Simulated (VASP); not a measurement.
Write the native input for VASP 6.6.1 that does the following.

```yaml
Task: single point
Functional: PBE
Potentials_or_basis: VASP PAW PBE potentials, release 64 (Hf_pv, O)
Cutoff: 520 eV
k_mesh: 6 × 6 × 4
Occupations: gaussian, width 0.05 eV
Spin: no spin polarisation
Dipole_correction: no
Further_INCAR_settings: ALGO = Normal; EDIFF = 1e-06; NBANDS = 31
```

The structure of HfO2 lies in POSCAR:

```
HfO2
1.0
    3.6043047840      0.0000000000      0.0000000000
    0.0000000000      3.6043047840      0.0000000000
    0.0000000000      0.0000000000      5.2639672632
Hf O
2 4
Direct
    0.5000000000      0.5000000000      0.5000000000
    0.0000000000      0.0000000000      0.0000000000
    0.0096644333      0.5000000000      0.6969874388
    0.5000000000      0.0000000000      0.8067479052
    0.5000000000      0.0000000000      0.3067479052
    0.0000000000      0.5000000000      0.1932520948
```

One way to write it, as run:

INCAR

```
PREC = Accurate ; ENCUT = 520
EDIFF = 1E-6 ; ISMEAR = 0
SIGMA = 0.05 ; LREAL = F
LASPH = T ; NELM = 100
ALGO = Normal ; ISIF = 2
LWAVE = F ; LCHARG = F
GGA = PE ; NBANDS = 31
```

KPOINTS

```
Automatic mesh
0
Gamma
  6 6 4
```

Potentials or basis: VASP PAW PBE potentials, release 64 (Hf_pv, O).

Launch:

```bash
$ cat potpaw_PBE.64/Hf_pv/POTCAR potpaw_PBE.64/O/POTCAR > POTCAR
$ mpirun -np 1 vasp_std > vasp.out
```

It gave:

```
Pressure               : -3.3 GPa
Largest force          : 0.647 eV/Å
Band gap on the k mesh : 4.62 eV, indirect (least direct gap 4.69 eV)
```

Caveat: spin-orbit coupling is left out, which moves the levels of the heavy elements.

Wall time 84 s on 1 thread of AMD EPYC 7R13 Processor (Zen 3), with other jobs on the host, peak memory 0.21 GiB.
